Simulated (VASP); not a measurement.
# C (P3_112) in VASP: further runs

The runs below take C through single point, relaxation of cell and atoms, with PBE.

Program: VASP 6.6.1. These are calculated values, not measurements. Logs are shortened: lines on timing, memory, paths and dates and some standing lists are left out, and cuts for length are marked.

## (1) The cell of the first run

It takes space group P3_112 (No. 151, trigonal). Conventional cell: a = 3.738 Å, b = 3.738 Å, c = 6.858 Å, α = 90.00°, β = 90.00°, γ = 120.00°. C (site symmetry 1) has 3 C at 1.34 to 1.53 Å within 1.8 Å. C (site symmetry 2) has 2 C at 1.34 Å within 1.8 Å.

The cell was generated, and may not be a known phase.

## (2) Single point, PBE

INCAR

```
PREC     = Accurate       # precision mode
ENCUT    = 520            # plane-wave cutoff, eV
EDIFF    = 1E-6           # SCF threshold, eV
ISMEAR   = 0              # smearing method
SIGMA    = 0.1            # smearing width, eV
LREAL    = F              # projectors in reciprocal space
LASPH    = T              # aspherical terms in the spheres
NELM     = 100            # most SCF steps
ALGO     = Normal         # electronic algorithm
ISIF     = 2              # what is computed and relaxed
LWAVE    = F              # write WAVECAR
LCHARG   = T              # write CHGCAR
GGA      = PE             # functional
LELF     = T              # ELF
LVHAR    = T            
NBANDS   = 28             # bands
```

KPOINTS

```
regular mesh
0
Gamma
  12 12 6
```

POSCAR

```
C
1.0
    3.7384963889      0.0000000000      0.0000000000
   -1.8692481944      3.2376328448      0.0000000000
    0.0000000000      0.0000000000      6.8577487129
C
9
Direct
    0.1446778552      0.1752967571      0.2740775629
    0.8247032429      0.9693810981      0.6074108963
    0.0306189019      0.8553221448      0.9407442296
    0.8247032429      0.8553221448      0.3925891037
    0.0306189019      0.1752967571      0.0592557704
    0.1446778552      0.9693810981      0.7259224371
    0.5051392522      0.4948607478      0.3333333333
    0.5051392522      0.0102785045      0.6666666667
    0.9897214955      0.4948607478      0.0000000000
```

Potentials or basis: VASP PAW PBE potentials, release 64 (C).

Run with:

```console
$ cat potpaw_PBE.64/C/POTCAR > POTCAR
$ mpirun -np 1 vasp_std > vasp.out
```

OUTCAR:

```text
PREC = Accurate
   ENCUT = 520
   EDIFF = 1E-6
   ISMEAR = 0
   LREAL = F
   LASPH = T
   NELM = 100
   ISIF = 2
   GGA = PE

 ion  position               nearest neighbor table
   1  0.145  0.175  0.274-   7 1.34   4 1.45   5 1.53
   2  0.825  0.969  0.607-   8 1.34   6 1.45   4 1.53
   3  0.031  0.855  0.941-   9 1.34   5 1.45   6 1.53
   4  0.825  0.855  0.393-   7 1.34   1 1.45   2 1.53
   5  0.031  0.175  0.059-   9 1.34   3 1.45   1 1.53
   6  0.145  0.969  0.726-   8 1.34   2 1.45   3 1.53
   7  0.505  0.495  0.333-   1 1.34   4 1.34
   8  0.505  0.010  0.667-   6 1.34   2 1.34
   9  0.990  0.495  0.000-   3 1.34   5 1.34

  LATTYP: Found a hexagonal cell.
 ALAT       =     3.7384963889
 C/A-ratio  =     1.8343601276

  Lattice vectors:

 A1 = (   3.7384963889,   0.0000000000,   0.0000000000)
 A2 = (  -1.8692481944,   3.2376328448,   0.0000000000)
 A3 = (   0.0000000000,   0.0000000000,   6.8577487129)

Analysis of symmetry for initial positions (statically):
=====================================================================
 Subroutine PRICEL returns:
 Original cell was already a primitive cell.

 Routine SETGRP: Setting up the symmetry group for a
 hexagonal supercell.

 Subroutine GETGRP returns: Found  6 space group operations
 (whereof  2 operations were pure point group operations)
 out of a pool of 24 trial point group operations.

The static configuration has the point symmetry C_2 .
 The point group associated with its full space group is D_3 .

Analysis of symmetry for dynamics (positions and initial velocities):
=====================================================================
 Subroutine PRICEL returns:
 Original cell was already a primitive cell.

 Routine SETGRP: Setting up the symmetry group for a
 hexagonal supercell.

 Subroutine GETGRP returns: Found  6 space group operations
 (whereof  2 operations were pure point group operations)
 out of a pool of 24 trial point group operations.

The dynamic configuration has the point symmetry C_2 .
 The point group associated with its full space group is D_3 .

 Subroutine INISYM returns: Found  6 space group operations
 (whereof  2 operations are pure point group operations),
 and found     1 'primitive' translations

----------------------------------------------------------------------------------------
[... 99 lines left out ...]
   ISTART =      0    job   : 0-new  1-cont  2-samecut
   ICHARG =      2    charge: 1-file 2-atom 10-const
   ISPIN  =      1    spin polarized calculation?
   LNONCOLLINEAR =      F non collinear calculations
   LSORBIT =      F    spin-orbit coupling
   LASPH  =      T    aspherical Exc in radial PAW
   ENCUT  =  520.0 eV  38.22 Ry    6.18 a.u.   6.95  6.95 12.75*2*pi/ulx,y,z
   NELM   =    100;   NELMIN=  2; NELMDL= -5     # of ELM steps
   EDIFF  = 0.1E-05   stopping-criterion for ELM
   LREAL  =      F    real-space projection
[... 7 lines left out ...]
   TEBEG  =    0.0;   TEEND  =   0.0 temperature during run
   PSTRESS=    0.0 pullay stress
   NELECT =      36.0000    total number of electrons
   NUPDOWN=      -1.0000    fix difference up-down
   EMIN   =  10.00;   EMAX   =-10.00  energy-range for DOS
   EFERMI =   0.00;   METHOD = LEGACY
   ISMEAR =     0;   SIGMA  =   0.10  broadening in eV -4-tet -1-fermi 0-gaus
   EFERMI_NEDOS =   21; number of points for ismear=-14 and -15
   IALGO  =     38    algorithm
   IMIX   =      4    mixing-type and parameters
     AMIX     =   0.40;   BMIX     =  1.00
     AMIX_MAG =   1.60;   BMIX_MAG =  1.00
  volume/ion in A,a.u.               =       9.22        62.24
  Fermi-wavevector in a.u.,A,eV,Ry     =   1.239197  2.341742 20.893225  1.535609
  Thomas-Fermi vector in A             =   2.373690
   LORBIT       =      0    0 simple, 1 ext, 2 COOP (PROOUT), +10 PAW based schemes
   GGA     = PE    functional components
   LHFCALC =     F    Hartree Fock is set to
   AEXX    =    0.0000 exact exchange contribution
   IVDW    =     0    specifies the selected vdW correction
   LEPSILON=     F    determine dielectric tensor
   LRPA    =     F    only Hartree local field effects (RPA)
 non-spin polarized calculation
 Gauss-broadening in eV      SIGMA  =   0.10
  energy-cutoff  :      520.00
  volume of cell :       83.01
 maximum number of plane-waves:      2259
   NGX = 13   NGY = 13   NGZ = 25

 number of electron      35.9999999 magnetization

 Free energy of the ion-electron system (eV)
  ---------------------------------------------------
  ext. energy  EPLUGINS =         0.00000000
  ---------------------------------------------------
  free energy    TOTEN  =       -73.03561297 eV

  energy without entropy =      -73.03297804  energy(sigma->0) =      -73.03429551

 E-fermi :   4.3265     XC(G=0): -10.3673

 val. band max:        4.3239174309   @ k =  -0.1667   0.3333   0.3333
 cond. band min:       4.3679250336   @ k =   0.3333   0.3333   0.5000
 fundamental gap:      0.0440076027
 Fermi energy:         4.3265159603

 k-point     1 :       0.0000    0.0000    0.0000
  band No.  band energies     occupation
      1     -14.6030      2.00000
      2     -12.6105      2.00000
      3     -12.6105      2.00000
      4      -8.1061      2.00000
      5      -8.1061      2.00000
      6      -6.4879      2.00000
[... 733 lines left out ...]
     27      13.5410      0.00000
     28      13.7687      0.00000

 [... further k-points ...]
[... 5 lines left out ...]
  --------------------------------------------------------------------------------------
  -------------------------------------------------------------------------------------
  Total        0.1012238      0.1012238      0.0796960      0.0000000      0.0000000     -0.0000000
  in kB        1.9538321      1.9538321      1.5382992      0.0000000      0.0000000     -0.0000000
  external PRESSURE =       1.8153211 kB  Pullay stress =       0.0000000 kB

 VOLUME and BASIS-vectors are now :
 -----------------------------------------------------------------------------
  energy-cutoff  :      520.00
  volume of cell :       83.01
      direct lattice vectors                 reciprocal lattice vectors
     3.738496389  0.000000000  0.000000000     0.267487218  0.154433818  0.000000000
    -1.869248194  3.237632845  0.000000000     0.000000000  0.308867635  0.000000000
     0.000000000  0.000000000  6.857748713     0.000000000  0.000000000  0.145820450

 POSITION                                       TOTAL-FORCE (eV/Angst)
 -----------------------------------------------------------------------------------
      0.21320      0.56755      1.87956         0.003598      0.001770     -0.000363
      1.27114      3.13850      4.16547        -0.003332      0.002231     -0.000363
     -1.48434      2.76922      6.45139        -0.000266     -0.004001     -0.000363
      1.48434      2.76922      2.69228         0.000266     -0.004001      0.000363
     -0.21320      0.56755      0.40636        -0.003598      0.001770      0.000363
     -1.27114      3.13850      4.97819         0.003332      0.002231      0.000363
      0.96344      1.60218      2.28592         0.003240     -0.001871     -0.000000
      1.86925      0.03328      4.57183         0.000000      0.003741     -0.000000
      2.77505      1.60218      0.00000        -0.003240     -0.001871     -0.000000
 -----------------------------------------------------------------------------------
    total drift:                               -0.000000      0.000000      0.000000

  FREE ENERGIE OF THE ION-ELECTRON SYSTEM (eV)
  ---------------------------------------------------
  free  energy   TOTEN  =       -73.0356129744 eV

  energy  without entropy=      -73.0329780408  energy(sigma->0) =      -73.03429551
```

OSZICAR:

```text
N       E                     dE             d eps       ncg     rms          rms(c)
DAV:   1     0.105669753663E+03    0.10567E+03   -0.17980E+04  5600   0.118E+03
DAV:   2    -0.684495389781E+02   -0.17412E+03   -0.16762E+03  7016   0.239E+02
DAV:   3    -0.776447623483E+02   -0.91952E+01   -0.90883E+01  7296   0.528E+01
DAV:   4    -0.777618696504E+02   -0.11711E+00   -0.11691E+00  7256   0.670E+00
DAV:   5    -0.777644463091E+02   -0.25767E-02   -0.25759E-02  7088   0.938E-01    0.128E+01
DAV:   6    -0.740509925530E+02    0.37135E+01   -0.37465E+00  6436   0.932E+00    0.727E+00
DAV:   7    -0.730193469502E+02    0.10316E+01   -0.34096E+00  6956   0.924E+00    0.207E+00
DAV:   8    -0.730346298170E+02   -0.15283E-01   -0.17976E-01  6756   0.203E+00    0.881E-01
DAV:   9    -0.730353355068E+02   -0.70569E-03   -0.93396E-03  7036   0.547E-01    0.988E-02
DAV:  10    -0.730354968405E+02   -0.16133E-03   -0.60377E-04  7068   0.134E-01    0.496E-02
DAV:  11    -0.730356025038E+02   -0.10566E-03   -0.91502E-05  6992   0.565E-02    0.123E-02
DAV:  12    -0.730356128518E+02   -0.10348E-04   -0.14955E-05  7104   0.223E-02    0.550E-03
DAV:  13    -0.730356129744E+02   -0.12267E-06   -0.17046E-06  4844   0.763E-03
   1 F= -.73035613E+02 E0= -.73034296E+02  d E =-.263493E-02
```

Wall time 99 s (1 thread of AMD EPYC 9R45 (Zen 5), shared host); peak memory 0.25 GiB.

What came out:

* Free energy: -73.0356 eV
* Pressure: 0.2 GPa
* Largest force: 0.004 eV/Å
* Band gap on the k mesh: zero (bands 18 and 19 overlap by 0.47 eV)

Forces in eV/Å, atoms in the order of the input:
```
C    0.004  0.002  0.000
C   -0.003  0.002  0.000
C    0.000 -0.004  0.000
C    0.000 -0.004  0.000
C   -0.004  0.002  0.000
C    0.003  0.002  0.000
C    0.003 -0.002  0.000
C    0.000  0.004  0.000
C   -0.003 -0.002  0.000
```

Levels at points of the mesh, in eV from the Fermi level:
| k point | band 14 | band 15 | band 16 | band 17 | band 18 | band 19 | band 20 | band 21 | band 22 | band 23 |
| --- | --- | --- | --- | --- | --- | --- | --- | --- | --- | --- |
| (0.00, 0.00, 0.00) | -4.49 | -2.91 | -1.36 | -1.01 | -1.01 | 1.31 | 1.31 | 2.67 | 2.84 | 2.84 |
| (0.50, 0.00, 0.00) | -3.68 | -3.60 | -3.12 | -1.49 | -1.01 | 0.84 | 1.04 | 2.49 | 4.02 | 6.04 |
| (0.00, 0.00, 0.50) | -3.90 | -3.90 | -1.44 | -1.44 | -1.00 | 1.45 | 2.04 | 2.04 | 2.64 | 3.17 |
| (0.50, 0.00, 0.50) | -4.14 | -3.13 | -2.63 | -2.33 | -1.43 | 0.92 | 1.23 | 2.73 | 3.75 | 5.59 |

Caveat: this functional lacks dispersion, which binds layers or chains, so the pressure and a relaxed spacing across them are unreliable.

(Continued in part 2 of 2.)

The gap in the log of VASP goes by the Fermi energy; the results here count the filled bands.